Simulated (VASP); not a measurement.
# W8C8Br in VASP: a series of runs, part 2 of 2

VASP 6.6.1. Earlier steps stand in the parts before.

## (3) Single point, PBEsol

The input, INCAR:

```
PREC = Accurate
ENCUT = 520
EDIFF = 1E-6
ISMEAR = 0
SIGMA = 0.1
LREAL = Auto
LASPH = T
NELM = 80
ALGO = Normal
ISIF = 2
LWAVE = F
LCHARG = F
GGA = PS
NBANDS = 90
```

The input, KPOINTS:

```
regular mesh
0
Gamma
  3 3 1
```

The input, POSCAR:

```
W8C8Br
1.0
    5.7986000000      0.0000000000      0.0000000000
   -2.8993000000      5.0217350000      0.0000000000
    0.0000000000      0.0000000000     16.2471000000
W C Br
8 8 1
Direct
    0.0000000000      0.0000000000      0.0615493842
    0.0006511112      0.0015215857      0.2356898770
   -0.0000000498      0.4999999004      0.0615493842
    0.0006521864      0.4993628696      0.2356902463
    0.5000000000      0.0000000000      0.0615493842
    0.4999475113      0.0000647187      0.2360784386
    0.4999999502      0.4999999004      0.0615493842
    0.4984868628      0.4993632679      0.2356909849
    0.3332677942      0.1667487432      0.1416548799
    0.3320562199      0.1679447442      0.3038994651
    0.3332519453      0.6665887388      0.1416561725
    0.3320333966      0.6642437325      0.3038987265
    0.8334148791      0.1667497389      0.1416602963
    0.8357683110      0.1679664498      0.3038963877
    0.8333046516      0.6666817345      0.1433266244
    0.8332725159      0.6667374921      0.3121216709
   -0.1668374523      0.6668593624      0.4271717414
```

Potentials or basis: VASP PAW PBE potentials, release 64 (W_sv, C, Br).

Command:

```
$ cat potpaw_PBE.64/W_sv/POTCAR potpaw_PBE.64/C/POTCAR potpaw_PBE.64/Br/POTCAR > POTCAR
$ mpirun -np 1 vasp_std > vasp.out
```

OUTCAR:

```text
PREC = Accurate
   ENCUT = 520
   EDIFF = 1E-6
   ISMEAR = 0
   LREAL = Auto
   LASPH = T
   NELM = 80
   ISIF = 2
   GGA = PS

 ion  position               nearest neighbor table
   1  0.000  0.000  0.062-   9 2.12  13 2.12  15 2.14   2 2.83   7 2.90   3 2.90   5 2.90   5 2.90
                             3 2.90   7 2.90
   2  0.001  0.002  0.236-  14 2.00  10 2.00  16 2.09  15 2.25  13 2.26   9 2.26   1 2.83   8 2.89
                             4 2.89   6 2.90   6 2.90   4 2.91   8 2.91
   3  1.000  0.500  0.062-  11 2.12  13 2.12  15 2.14   4 2.83   5 2.90   1 2.90   7 2.90   7 2.90
                             5 2.90   1 2.90
   4  0.001  0.499  0.236-  12 2.00  14 2.00  16 2.09  15 2.25  11 2.26  13 2.26   3 2.83   8 2.89
                             2 2.89   6 2.90   6 2.90   2 2.91   8 2.91
   5  0.500  0.000  0.062-  11 2.12  13 2.12   9 2.12   6 2.84   7 2.90   3 2.90   1 2.90   1 2.90
                             7 2.90   3 2.90
   6  0.500  0.000  0.236-  10 2.01  14 2.01  12 2.01   9 2.27  13 2.27  11 2.27   5 2.84   8 2.90
                             2 2.90   4 2.90   4 2.90   2 2.90   8 2.90
   7  0.500  0.500  0.062-   9 2.12  11 2.12  15 2.14   8 2.83   1 2.90   5 2.90   3 2.90   3 2.90
                             1 2.90   5 2.90
   8  0.498  0.499  0.236-  12 2.00  10 2.00  16 2.09  15 2.25  11 2.26   9 2.26   7 2.83   4 2.89
                             2 2.89   6 2.90   6 2.90   2 2.91   4 2.91
   9  0.333  0.167  0.142-   7 2.12   1 2.12   5 2.12   2 2.26   8 2.26   6 2.27
  10  0.332  0.168  0.304-   2 2.00   8 2.00   6 2.01
  11  0.333  0.667  0.142-   3 2.12   7 2.12   5 2.12   8 2.26   4 2.26   6 2.27
  12  0.332  0.664  0.304-   8 2.00   4 2.00   6 2.01
  13  0.833  0.167  0.142-   3 2.12   1 2.12   5 2.12   2 2.26   4 2.26   6 2.27
  14  0.836  0.168  0.304-   2 2.00   4 2.00   6 2.01
  15  0.833  0.667  0.143-   7 2.14   1 2.14   3 2.14   4 2.25   8 2.25   2 2.25
  16  0.833  0.667  0.312-  17 1.87   4 2.09   8 2.09   2 2.09
  17  0.833  0.667  0.427-  16 1.87

  LATTYP: Found a hexagonal cell.
 ALAT       =     5.7986000000
 C/A-ratio  =     2.8019004587

  Lattice vectors:

 A1 = (   5.7986000000,   0.0000000000,   0.0000000000)
 A2 = (  -2.8993000000,   5.0217350000,   0.0000000000)
 A3 = (   0.0000000000,   0.0000000000,  16.2471000000)

Analysis of symmetry for initial positions (statically):
=====================================================================
 Subroutine PRICEL returns:
 Original cell was already a primitive cell.

 Routine SETGRP: Setting up the symmetry group for a
 hexagonal supercell.

 Subroutine GETGRP returns: Found  1 space group operations
 (whereof  1 operations were pure point group operations)
 out of a pool of 24 trial point group operations.

The static configuration has the point symmetry C_1 .

Analysis of symmetry for dynamics (positions and initial velocities):
=====================================================================
 Subroutine PRICEL returns:
 Original cell was already a primitive cell.

 Routine SETGRP: Setting up the symmetry group for a
 hexagonal supercell.

 Subroutine GETGRP returns: Found  1 space group operations
 (whereof  1 operations were pure point group operations)
 out of a pool of 24 trial point group operations.

The dynamic configuration has the point symmetry C_1 .

 Subroutine INISYM returns: Found  1 space group operations
 (whereof  1 operations are pure point group operations),
 and found     1 'primitive' translations

[... 80 lines left out ...]
            Coordinates               Weight
  0.000000  0.000000  0.000000      1.000000
  0.333333 -0.000000  0.000000      2.000000
  0.000000  0.333333  0.000000      2.000000
 -0.333333  0.333333  0.000000      2.000000
  0.333333  0.333333  0.000000      2.000000
   k-points           NKPTS =      5   k-points in BZ     NKDIM =      5   number of bands    NBANDS=     90
   number of dos      NEDOS =    301   number of ions     NIONS =     17
   total plane-waves  NPLWV = 290304
   dimension x,y,z NGX =    48 NGY =   48 NGZ =  126
   dimension x,y,z NGXF=    96 NGYF=   96 NGZF=  252
   ions per type =               8   8   1
   NGX,Y,Z   is equivalent  to a cutoff of  13.76, 13.76, 12.89 a.u.
   NGXF,Y,Z  is equivalent  to a cutoff of  27.52, 27.52, 25.79 a.u.
 SYSTEM =  unknown system
   PREC   = accura    normal or accurate (medium, high low for compatibility)
   ISTART =      0    job   : 0-new  1-cont  2-samecut
   ICHARG =      2    charge: 1-file 2-atom 10-const
   ISPIN  =      1    spin polarized calculation?
   LNONCOLLINEAR =      F non collinear calculations
   LSORBIT =      F    spin-orbit coupling
   LASPH  =      T    aspherical Exc in radial PAW
   ENCUT  =  520.0 eV  38.22 Ry    6.18 a.u.  10.78 10.78 30.21*2*pi/ulx,y,z
   NELM   =     80;   NELMIN=  2; NELMDL= -5     # of ELM steps
   EDIFF  = 0.1E-05   stopping-criterion for ELM
   LREAL  =      T    real-space projection
   EDIFFG = 0.1E-04   stopping-criterion for IOM
   NSW    =      0    number of steps for IOM
[... 5 lines left out ...]
   TEBEG  =    0.0;   TEEND  =   0.0 temperature during run
   PSTRESS=    0.0 pullay stress
   NELECT =     151.0000    total number of electrons
   NUPDOWN=      -1.0000    fix difference up-down
   EMIN   =  10.00;   EMAX   =-10.00  energy-range for DOS
   EFERMI =   0.00;   METHOD = LEGACY
   ISMEAR =     0;   SIGMA  =   0.10  broadening in eV -4-tet -1-fermi 0-gaus
   EFERMI_NEDOS =   21; number of points for ismear=-14 and -15
   IALGO  =     38    algorithm
   IMIX   =      4    mixing-type and parameters
     AMIX     =   0.40;   BMIX     =  1.00
     AMIX_MAG =   1.60;   BMIX_MAG =  1.00
  volume/ion in A,a.u.               =      27.83       187.80
  Fermi-wavevector in a.u.,A,eV,Ry     =   1.118793  2.114211 17.030367  1.251697
  Thomas-Fermi vector in A             =   2.255426
   LORBIT       =      0    0 simple, 1 ext, 2 COOP (PROOUT), +10 PAW based schemes
   GGA     = PS    functional components
   LHFCALC =     F    Hartree Fock is set to
   AEXX    =    0.0000 exact exchange contribution
   IVDW    =     0    specifies the selected vdW correction
   LEPSILON=     F    determine dielectric tensor
   LRPA    =     F    only Hartree local field effects (RPA)
 non-spin polarized calculation
 Gauss-broadening in eV      SIGMA  =   0.10
  energy-cutoff  :      520.00
  volume of cell :      473.10
 maximum number of plane-waves:     12753
 NGX is ok and might be reduce to    48
   NGX = 21   NGY = 21   NGZ = 61

 number of electron     150.9999982 magnetization

 Free energy of the ion-electron system (eV)
  ---------------------------------------------------
  ext. energy  EPLUGINS =         0.00000000
  ---------------------------------------------------
  free energy    TOTEN  =      -175.76260163 eV

  energy without entropy =     -175.74814699  energy(sigma->0) =     -175.75537431

 E-fermi :   0.5866     XC(G=0):  -6.6326

 val. band max:        0.4888021895   @ k =   0.3333  -0.0000   0.0000
 cond. band min:       1.0107620879   @ k =   0.0000   0.0000   0.0000
 fundamental gap:      0.5219598984
 Fermi energy:         0.5865734729

 k-point     1 :       0.0000    0.0000    0.0000
  band No.  band energies     occupation
      1     -73.1237      2.00000
      2     -73.0681      2.00000
      3     -73.0654      2.00000
      4     -73.0654      2.00000
      5     -73.0573      2.00000
      6     -72.9968      2.00000
[... 439 lines left out ...]
     86       3.1552      0.00000
     87       3.3076      0.00000
 [bands above 87 left out]

------------------------ aborting loop because EDIFF is reached ----------------------------------------

  FORCE on cell =-STRESS in cart. coord.  units (eV):
  Direction    XX          YY          ZZ          XY          YZ          ZX
  --------------------------------------------------------------------------------------
  -------------------------------------------------------------------------------------
  Total        1.3696870      1.3667754      1.1014203     -0.0017846     -0.0142398      0.0231035
  in kB        4.6385167      4.6286564      3.7300174     -0.0060438     -0.0482240      0.0782411
  external PRESSURE =       4.3323968 kB  Pullay stress =       0.0000000 kB

 VOLUME and BASIS-vectors are now :
 -----------------------------------------------------------------------------
  energy-cutoff  :      520.00
  volume of cell :      473.10
      direct lattice vectors                 reciprocal lattice vectors
     5.798600000  0.000000000  0.000000000     0.172455420  0.099567181  0.000000000
    -2.899300000  5.021735000  0.000000000     0.000000000  0.199134363  0.000000000
     0.000000000  0.000000000 16.247100000     0.000000000  0.000000000  0.061549446

 POSITION                                       TOTAL-FORCE (eV/Angst)
 -----------------------------------------------------------------------------------
      0.00000      0.00000      1.00000        -0.002445     -0.135487     -0.055862
     -0.00064      0.00764      3.82928         0.008077     -0.037375     -0.053061
      4.34895      2.51087      1.00000        -0.121006      0.069668     -0.056065
     -1.44402      2.50767      3.82928        -0.024480      0.013200     -0.051567
      2.89930      0.00000      1.00000        -0.001993      0.001523     -0.134802
      2.89881      0.00033      3.83559         0.001000     -0.000989     -0.053741
[... 9 lines left out ...]
      2.89874      3.34818      5.07107        -0.002671      0.001651      0.055994
      2.89775      3.34879      6.94030         0.000065     -0.000294      0.035848
 -----------------------------------------------------------------------------------
    total drift:                               -0.000946      0.000974     -0.020597

  FREE ENERGIE OF THE ION-ELECTRON SYSTEM (eV)
  ---------------------------------------------------
  free  energy   TOTEN  =      -175.7626016321 eV

  energy  without entropy=     -175.7481469856  energy(sigma->0) =     -175.75537431
```

Wall time 8.9 min (1 thread of Intel Xeon Platinum 8488C (Sapphire Rapids), shared host); peak memory 0.67 GiB.

What came out:

- Free energy: -175.7626 eV
- Largest force: 0.150 eV/Å
- Band gap on the k mesh: zero (an odd number of electrons rules out a gap without spin polarisation)

Forces in eV/Å, atoms in the order of the input:
```
W   -0.002 -0.135 -0.056
W    0.008 -0.037 -0.053
W   -0.121  0.070 -0.056
W   -0.024  0.013 -0.052
W   -0.002  0.002 -0.135
W    0.001 -0.001 -0.054
W    0.116  0.070 -0.056
W    0.036  0.011 -0.053
C    0.000 -0.001  0.020
C    0.000  0.001  0.116
C    0.002  0.001  0.018
C   -0.003  0.006  0.118
C    0.000 -0.001  0.017
C   -0.007  0.000  0.118
C   -0.002  0.002  0.016
C   -0.003  0.002  0.056
Br   0.000  0.000  0.036
```

Levels at points of the mesh, in eV from the Fermi level:
| k point | band 73 | band 74 | band 75 | band 76 | band 77 | band 78 | band 79 | band 80 |
| --- | --- | --- | --- | --- | --- | --- | --- | --- |
| (0.00, 0.00, 0.00) | 0.42 | 0.42 | 0.63 | 0.63 | 0.67 | 1.47 | 1.59 | 1.59 |

Caveat: the k points lie up to 0.42 Å⁻¹ apart, too coarse for converged energies and pressures of a metal; there is no dipole correction, which matters where the two faces differ; the PAW data sets were made with another functional, which shifts forces and pressure a little; spin-orbit coupling is left out, which moves the levels of the heavy elements; an odd number of electrons without spin polarisation forces a metal; a magnetic or distorted state may lie lower.

The gap in the log of VASP goes by the Fermi energy; the results here count the filled bands.